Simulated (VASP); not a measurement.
# SrGa3 (Pm-3m) in VASP: a series of runs

SrGa3 is run at these levels: PBE; tasks: single point.

Everything below comes from runs of VASP 6.6.1. Logs are shortened: lines on timing, memory, paths and dates and some standing lists are left out, and cuts for length are marked.

## (1) The cell of the first run

It takes space group Pm-3m (No. 221, cubic). The conventional cell has a = 4.467 Å, b = 4.467 Å, c = 4.467 Å, α = 90.00°, β = 90.00°, γ = 90.00°. Sr (site symmetry m-3m) has 12 Ga at 3.16 Å within 4.2 Å. Within 4.2 Å of Ga (site symmetry 4/mmm) lie 4 Sr at 3.16 Å and 8 Ga at 3.16 Å.

## (2) Single point, PBE (volume scaled by 0.960)

File INCAR:

```
SYSTEM = SrGa3
PREC = Accurate ; ENCUT = 520
EDIFF = 1E-6 ; ISMEAR = 0
SIGMA = 0.05 ; LREAL = .False.
LASPH = .True. ; NELM = 100
ALGO = Normal ; ISIF = 2
LWAVE = .False. ; LCHARG = .False.
GGA = PE ; NBANDS = 32
```

File KPOINTS:

```
Automatic mesh
0
Gamma
  8 8 8
  0 0 0
```

File POSCAR:

```
SrGa3
1.0
    4.4672747948      0.0000000000      0.0000000000
    0.0000000000      4.4672747948      0.0000000000
    0.0000000000      0.0000000000      4.4672747948
Sr Ga
1 3
Direct
    0.0000000000      0.0000000000      0.0000000000
    0.0000000000      0.5000000000      0.5000000000
    0.5000000000      0.5000000000      0.0000000000
    0.5000000000      0.0000000000      0.5000000000
```

Potentials or basis: VASP PAW PBE potentials, release 64 (Sr_sv, Ga_d).

On the command line:

```sh
$ cat potpaw_PBE.64/Sr_sv/POTCAR potpaw_PBE.64/Ga_d/POTCAR > POTCAR
$ mpirun -np 1 vasp_std > vasp.out
```

OUTCAR:

```text
SYSTEM = SrGa3
   PREC = Accurate
   ENCUT = 520
   EDIFF = 1E-6
   ISMEAR = 0
   LREAL = .False.
   LASPH = .True.
   NELM = 100
   ISIF = 2
   GGA = PE

 ion  position               nearest neighbor table
   1  0.000  0.000  0.000-   2 3.16   3 3.16   4 3.16   2 3.16   4 3.16   2 3.16   3 3.16   2 3.16
                             3 3.16   4 3.16   4 3.16   3 3.16
   2  0.000  0.500  0.500-   1 3.16   1 3.16   1 3.16   1 3.16
   3  0.500  0.500  0.000-   1 3.16   1 3.16   1 3.16   1 3.16
   4  0.500  0.000  0.500-   1 3.16   1 3.16   1 3.16   1 3.16

  LATTYP: Found a simple cubic cell.
 ALAT       =     4.4672747948

  Lattice vectors:

 A1 = (   4.4672747948,   0.0000000000,   0.0000000000)
 A2 = (   0.0000000000,   4.4672747948,   0.0000000000)
 A3 = (   0.0000000000,   0.0000000000,   4.4672747948)

Analysis of symmetry for initial positions (statically):
=====================================================================
 Subroutine PRICEL returns:
 Original cell was already a primitive cell.

 Routine SETGRP: Setting up the symmetry group for a
 simple cubic supercell.

 Subroutine GETGRP returns: Found 48 space group operations
 (whereof 48 operations were pure point group operations)
 out of a pool of 48 trial point group operations.

The static configuration has the point symmetry O_h .

Analysis of symmetry for dynamics (positions and initial velocities):
=====================================================================
 Subroutine PRICEL returns:
 Original cell was already a primitive cell.

 Routine SETGRP: Setting up the symmetry group for a
 simple cubic supercell.

 Subroutine GETGRP returns: Found 48 space group operations
 (whereof 48 operations were pure point group operations)
 out of a pool of 48 trial point group operations.

The dynamic configuration has the point symmetry O_h .

 Subroutine INISYM returns: Found 48 space group operations
 (whereof 48 operations are pure point group operations),
 and found     1 'primitive' translations

----------------------------------------------------------------------------------------

                                     Primitive cell

  volume of cell :      89.1514

  direct lattice vectors                    reciprocal lattice vectors
     4.467274795  0.000000000  0.000000000     0.223850120  0.000000000  0.000000000
     0.000000000  4.467274795  0.000000000     0.000000000  0.223850120  0.000000000
     0.000000000  0.000000000  4.467274795     0.000000000  0.000000000  0.223850120

  length of vectors
     4.467274795  4.467274795  4.467274795     0.223850120  0.223850120  0.223850120

  position of ions in fractional coordinates (direct lattice)
     0.000000000  0.000000000  0.000000000
     0.000000000  0.500000000  0.500000000
     0.500000000  0.500000000  0.000000000
     0.500000000  0.000000000  0.500000000

  ion indices of the primitive-cell ions
   primitive index   ion index
                 1           1
                 2           2
                 3           3
                 4           4

----------------------------------------------------------------------------------------

 KPOINTS: Automatic mesh

Automatic generation of k-mesh.
 Grid dimensions read from file:
 generate k-points for:    8    8    8

 Generating k-lattice:

  Cartesian coordinates                     Fractional coordinates (reciprocal lattice)
     0.027981265  0.000000000  0.000000000     0.125000000  0.000000000  0.000000000
     0.000000000  0.027981265  0.000000000     0.000000000  0.125000000  0.000000000
     0.000000000  0.000000000  0.027981265     0.000000000  0.000000000  0.125000000

  Length of vectors
     0.027981265  0.027981265  0.027981265

  Shift w.r.t. Gamma in fractional coordinates (k-lattice)
     0.000000000  0.000000000  0.000000000

 Subroutine IBZKPT returns following result:
 ===========================================

 Found     35 irreducible k-points:

 Following reciprocal coordinates:
            Coordinates               Weight
  0.000000  0.000000  0.000000      1.000000
  0.125000  0.000000  0.000000      6.000000
  0.250000  0.000000  0.000000      6.000000
  0.375000  0.000000  0.000000      6.000000
  0.500000  0.000000  0.000000      3.000000
  0.125000  0.125000  0.000000     12.000000
[... 16 lines left out ...]
  0.375000  0.375000  0.125000     24.000000
  0.500000  0.375000  0.125000     24.000000
 [... further k-points ...]
   k-points           NKPTS =     35   k-points in BZ     NKDIM =     35   number of bands    NBANDS=     32
   number of dos      NEDOS =    301   number of ions     NIONS =      4
   total plane-waves  NPLWV =  46656
   dimension x,y,z NGX =    36 NGY =   36 NGZ =   36
   dimension x,y,z NGXF=    72 NGYF=   72 NGZF=   72
   ions per type =               1   3
   NGX,Y,Z   is equivalent  to a cutoff of  13.40, 13.40, 13.40 a.u.
   NGXF,Y,Z  is equivalent  to a cutoff of  26.79, 26.79, 26.79 a.u.
 SYSTEM =  SrGa3
   PREC   = accura    normal or accurate (medium, high low for compatibility)
   ISTART =      0    job   : 0-new  1-cont  2-samecut
   ICHARG =      2    charge: 1-file 2-atom 10-const
   ISPIN  =      1    spin polarized calculation?
   LNONCOLLINEAR =      F non collinear calculations
   LSORBIT =      F    spin-orbit coupling
   LASPH  =      T    aspherical Exc in radial PAW
   ENCUT  =  520.0 eV  38.22 Ry    6.18 a.u.   8.31  8.31  8.31*2*pi/ulx,y,z
   NELM   =    100;   NELMIN=  2; NELMDL= -5     # of ELM steps
   EDIFF  = 0.1E-05   stopping-criterion for ELM
   LREAL  =      F    real-space projection
   EDIFFG = 0.1E-04   stopping-criterion for IOM
   NSW    =      0    number of steps for IOM
   IBRION =     -1    ionic relax: 0-MD 1-quasi-New 2-CG
   NFREE  =      0    steps in history (QN), initial steepest desc. (CG)
   ISIF   =      2    stress and relaxation
   ISYM   =      2    0-nonsym 1-usesym 2-fastsym
   POTIM  = 0.5000    time-step for ionic-motion
   TEBEG  =    0.0;   TEEND  =   0.0 temperature during run
   PSTRESS=    0.0 pullay stress
   NELECT =      49.0000    total number of electrons
   NUPDOWN=      -1.0000    fix difference up-down
   EMIN   =  10.00;   EMAX   =-10.00  energy-range for DOS
   EFERMI =   0.00;   METHOD = LEGACY
   ISMEAR =     0;   SIGMA  =   0.05  broadening in eV -4-tet -1-fermi 0-gaus
   EFERMI_NEDOS =   21; number of points for ismear=-14 and -15
   IALGO  =     38    algorithm
   IMIX   =      4    mixing-type and parameters
     AMIX     =   0.40;   BMIX     =  1.00
     AMIX_MAG =   1.60;   BMIX_MAG =  1.00
  volume/ion in A,a.u.               =      22.29       150.41
  Fermi-wavevector in a.u.,A,eV,Ry     =   1.341006  2.534135 24.467333  1.798298
  Thomas-Fermi vector in A             =   2.469274
   LORBIT       =      0    0 simple, 1 ext, 2 COOP (PROOUT), +10 PAW based schemes
   GGA     = PE    functional components
   LHFCALC =     F    Hartree Fock is set to
   AEXX    =    0.0000 exact exchange contribution
   IVDW    =     0    specifies the selected vdW correction
   LEPSILON=     F    determine dielectric tensor
   LRPA    =     F    only Hartree local field effects (RPA)
 non-spin polarized calculation
 Gauss-broadening in eV      SIGMA  =   0.05
  energy-cutoff  :      520.00
  volume of cell :       89.15
 maximum number of plane-waves:      2440
 NGX is ok and might be reduce to    36
   NGX = 17   NGY = 17   NGZ = 17

 number of electron      48.9999966 magnetization

 Free energy of the ion-electron system (eV)
  ---------------------------------------------------
  ext. energy  EPLUGINS =         0.00000000
  ---------------------------------------------------
  free energy    TOTEN  =       -11.16206385 eV

  energy without entropy =      -11.15908885  energy(sigma->0) =      -11.16057635

 E-fermi :   4.3130     XC(G=0): -10.3448

 val. band max:        4.3086675336   @ k =   0.5000   0.3750   0.1250
 cond. band min:       4.3150677739   @ k =   0.5000   0.5000   0.1250
 fundamental gap:      0.0064002403
 Fermi energy:         4.3129792649

 k-point     1 :       0.0000    0.0000    0.0000
  band No.  band energies     occupation
      1     -30.2497      2.00000
      2     -12.3971      2.00000
      3     -12.3971      2.00000
      4     -12.3971      2.00000
      5     -10.4152      2.00000
      6     -10.4152      2.00000
[... 24 lines left out ...]
     31       8.3705      0.00000
     32       8.3705      0.00000

 k-point     2 :       0.1250    0.0000    0.0000
  band No.  band energies     occupation
      1     -30.2491      2.00000
      2     -12.4230      2.00000
      3     -12.3996      2.00000
      4     -12.3996      2.00000
      5     -10.4132      2.00000
      6     -10.4058      2.00000
[... 24 lines left out ...]
     31       9.0664      0.00000
     32       9.6543      0.00000

 k-point     3 :       0.2500    0.0000    0.0000
  band No.  band energies     occupation
      1     -30.2476      2.00000
      2     -12.4839      2.00000
      3     -12.4054      2.00000
      4     -12.4054      2.00000
      5     -10.4079      2.00000
      6     -10.3794      2.00000
[... 24 lines left out ...]
     31       9.5542      0.00000
     32      10.5259      0.00000

 k-point     4 :       0.3750    0.0000    0.0000
  band No.  band energies     occupation
      1     -30.2462      2.00000
      2     -12.5428      2.00000
      3     -12.4111      2.00000
      4     -12.4111      2.00000
      5     -10.4020      2.00000
      6     -10.3486      2.00000
[... 24 lines left out ...]
     31       9.6699      0.00000
     32       9.8811      0.00000

 k-point     5 :       0.5000    0.0000    0.0000
  band No.  band energies     occupation
      1     -30.2456      2.00000
      2     -12.5667      2.00000
      3     -12.4135      2.00000
      4     -12.4135      2.00000
      5     -10.3993      2.00000
      6     -10.3334      2.00000
[... 584 lines left out ...]
     31       9.7869      0.00000
     32      10.0197      0.00000

 k-point    22 :       0.5000    0.2500    0.1250
  band No.  band energies     occupation
      1     -30.2432      2.00000
      2     -12.5410      2.00000
      3     -12.4705      2.00000
      4     -12.4300      2.00000
      5     -10.3738      2.00000
      6     -10.3456      2.00000
[... 24 lines left out ...]
     31       9.9453      0.00000
     32      10.0156      0.00000

 k-point    23 :       0.3750    0.3750    0.1250
  band No.  band energies     occupation
      1     -30.2425      2.00000
      2     -12.5177      2.00000
      3     -12.5038      2.00000
      4     -12.4319      2.00000
      5     -10.3645      2.00000
      6     -10.3555      2.00000
[... 24 lines left out ...]
     31       9.7014      0.00000
     32      10.7184      0.00000

 k-point    24 :       0.5000    0.3750    0.1250
  band No.  band energies     occupation
      1     -30.2419      2.00000
      2     -12.5268      2.00000
      3     -12.5061      2.00000
      4     -12.4329      2.00000
      5     -10.3549      2.00000
      6     -10.3514      2.00000
[... 24 lines left out ...]
     31       9.8305      0.00000
     32      10.7614      0.00000

 [... further k-points ...]
[... 5 lines left out ...]
  --------------------------------------------------------------------------------------
  -------------------------------------------------------------------------------------
  Total        1.0495820      1.0495820      1.0495820     -0.0000000     -0.0000000      0.0000000
  in kB       18.8624876     18.8624876     18.8624876     -0.0000000     -0.0000000      0.0000000
  external PRESSURE =      18.8624876 kB  Pullay stress =       0.0000000 kB

 VOLUME and BASIS-vectors are now :
 -----------------------------------------------------------------------------
  energy-cutoff  :      520.00
  volume of cell :       89.15
      direct lattice vectors                 reciprocal lattice vectors
     4.467274795  0.000000000  0.000000000     0.223850120  0.000000000  0.000000000
     0.000000000  4.467274795  0.000000000     0.000000000  0.223850120  0.000000000
     0.000000000  0.000000000  4.467274795     0.000000000  0.000000000  0.223850120

 POSITION                                       TOTAL-FORCE (eV/Angst)
 -----------------------------------------------------------------------------------
      0.00000      0.00000      0.00000         0.000000      0.000000      0.000000
      0.00000      2.23364      2.23364         0.000000      0.000000      0.000000
      2.23364      2.23364      0.00000         0.000000      0.000000      0.000000
      2.23364      0.00000      2.23364         0.000000      0.000000      0.000000
 -----------------------------------------------------------------------------------
    total drift:                                0.000000      0.000000      0.000000

  FREE ENERGIE OF THE ION-ELECTRON SYSTEM (eV)
  ---------------------------------------------------
  free  energy   TOTEN  =       -11.1620638525 eV

  energy  without entropy=      -11.1590888476  energy(sigma->0) =      -11.16057635
```

Wall time 32 s (1 thread of Intel Xeon 6975P-C (Granite Rapids), shared host); peak memory 0.25 GiB.

What came out:

```yaml
Free_energy: -11.1621 eV
Pressure: 1.9 GPa
```

Levels at points of the mesh, in eV from the Fermi level:
```tsv
k point	band 21	band 22	band 23	band 24	band 25	band 26	band 27	band 28	band 29	band 30
(0.00, 0.00, 0.00)	-3.22	-3.22	-0.91	-0.91	-0.91	3.85	4.01	4.01	4.01	4.06
(0.50, 0.00, 0.00)	-6.64	-2.23	-0.83	-0.83	-0.24	1.93	1.93	2.64	2.77	4.40
(0.50, 0.50, 0.00)	-5.35	-5.35	-2.90	0.49	0.49	1.40	1.94	2.80	2.80	4.79
(0.50, 0.50, 0.50)	-5.25	-5.25	-3.18	-1.43	-1.43	-1.43	3.85	5.81	5.81	6.85
```

(Continued in part 2 of 2.)
